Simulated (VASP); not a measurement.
BAs, 2 atoms in the cell. It takes space group I-4m2 (No. 119, tetragonal). The conventional cell has a = 3.014 Å, b = 3.014 Å, c = 6.027 Å, α = 90.00°, β = 90.00°, γ = 90.00°. B (site symmetry -4m2) has 4 As at 2.13 Å within 2.8 Å. As (site symmetry -4m2) has 4 B at 2.13 Å within 2.8 Å.  This cell differs from its parent crystal: ratio of the length along z to the lengths across it x 1.414, volume and fractional coordinates fixed.

- Program: VASP 6.6.1
- Task: single point
- Functional: r2SCAN
- Potentials or basis: VASP PAW PBE potentials, release 64 (B, As)
- Cutoff: 520 eV
- k mesh: 12 × 12 × 12
- Occupations: gaussian, width 0.05 eV
- Spin: no spin polarisation
- Dipole correction: no
- Further INCAR settings: ALGO = Normal; EDIFF = 1e-06; NBANDS = 11

Potentials or basis: VASP PAW PBE potentials, release 64 (B, As).

The run is started by

```console
$ cat potpaw_PBE.64/B/POTCAR potpaw_PBE.64/As/POTCAR > POTCAR
$ cp INCAR.step1 INCAR
$ mpirun -np 1 vasp_std > vasp.out
$ cp INCAR.step2 INCAR
$ mpirun -np 1 vasp_std > vasp.out
```

Hardware: 1 thread of Intel(R) Xeon(R) Platinum 8488C (Sapphire Rapids), with other jobs on the host.

How long does it take, and how much memory?

Run time: 120 s on 1 thread of Intel(R) Xeon(R) Platinum 8488C (Sapphire Rapids), on a shared host, peak memory 0.19 GiB. Counts: k points 163.
